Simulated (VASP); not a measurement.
Here is a VASP 6.6.1 calculation.

The input INCAR:

```
SYSTEM = Zn
PREC = Accurate
ENCUT = 520
EDIFF = 1E-6
ISMEAR = 0
SIGMA = 0.1
LREAL = .FALSE.
LASPH = .TRUE.
NELM = 100
ALGO = Fast
ISIF = 2
LWAVE = .FALSE.
LCHARG = .FALSE.
GGA = PE
NBANDS = 19
```

Contents of KPOINTS:

```
regular mesh
0
G
  16 16 8
  0 0 0
```

File POSCAR:

```
Zn
1.0
    2.7287265585      0.0178807949     -0.0173744833
   -1.3488780566      2.3363208054      0.0347651874
   -0.0322524840      0.0558977100      5.1945791370
Zn
2
Direct
    0.3593323137      0.6796661569      0.2500000000
    0.6406676863      0.3203338431      0.7500000000
```

Potentials or basis: VASP PAW PBE potentials, release 64 (Zn).

Command:

```console
$ cat potpaw_PBE.64/Zn/POTCAR > POTCAR
$ mpirun -np 1 vasp_std > vasp.out
```

Problem. Estimate the pressure.

Solution. -4.3 GPa.

Problem. Predict the band gap on the k mesh.

Solution. Zero (bands 12 and 13 overlap by 4.46 eV).

Forces on the atoms (eV/Å):
```
Zn  -0.024 -0.014  0.000
Zn   0.024  0.014  0.000
```

Caveat: the cell differs from its parent crystal (strained and its atoms moved); the cell stands under tension.
